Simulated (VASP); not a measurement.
Here is a VASP 6.6.1 calculation.

Contents of INCAR:

```
SYSTEM = CdO
AGGAC    = 1.0          
AGGAX    = 1.0          
ALDAC    = 0.0          
ALDAX    = 1.0          
ALGO     = Normal         ! electronic algorithm
EDIFF    = 1E-6           ! SCF threshold, eV
ENCUT    = 700            ! plane-wave cutoff, eV
GGA      = B5             ! functional
GGA_COMPAT= .False.      
ISIF     = 2              ! what is computed and relaxed
ISMEAR   = -1             ! smearing method
IVDW     = 12             ! dispersion correction
LASPH    = .True.         ! aspherical terms in the spheres
LCHARG   = .True.         ! write CHGCAR
LELF     = .True.         ! ELF
LREAL    = .False.        ! projectors in reciprocal space
LVHAR    = .True.       
LWAVE    = .False.        ! write WAVECAR
NBANDS   = 20             ! bands
NELM     = 120            ! most SCF steps
PREC     = Accurate       ! precision mode
SIGMA    = 0.05           ! smearing width, eV
VDW_A1   = 0.4298       
VDW_A2   = 4.2359       
VDW_S6   = 1.0          
VDW_S8   = 2.6996
```

Contents of KPOINTS:

```
k-points
0
Gamma
  10 10 10
  0 0 0
```

File POSCAR:

```
CdO
1.0
    0.0000000000      2.3495000000      2.3495000000
    2.3495000000      0.0000000000      2.3495000000
    2.3495000000      2.3495000000      0.0000000000
Cd O
1 1
Direct
    0.0000000000      0.0000000000      0.0000000000
    0.5000000000      0.5000000000      0.5000000000
```

Potentials or basis: VASP PAW PBE potentials, release 64 (Cd_sv_GW, O).

The run is started by

```bash
$ cat potpaw_PBE.64/Cd_sv_GW/POTCAR potpaw_PBE.64/O/POTCAR > POTCAR
$ mpirun -np 1 vasp_std > vasp.out
```

(1) Estimate the dispersion energy per atom.

(2) What does it give for the band gap on the k mesh?

Results:

(1) -0.648 eV.

(2) zero (bands 13 and 14 overlap by 0.26 eV).

Caveat: semilocal functionals underestimate gaps, and a narrow one can read as zero.
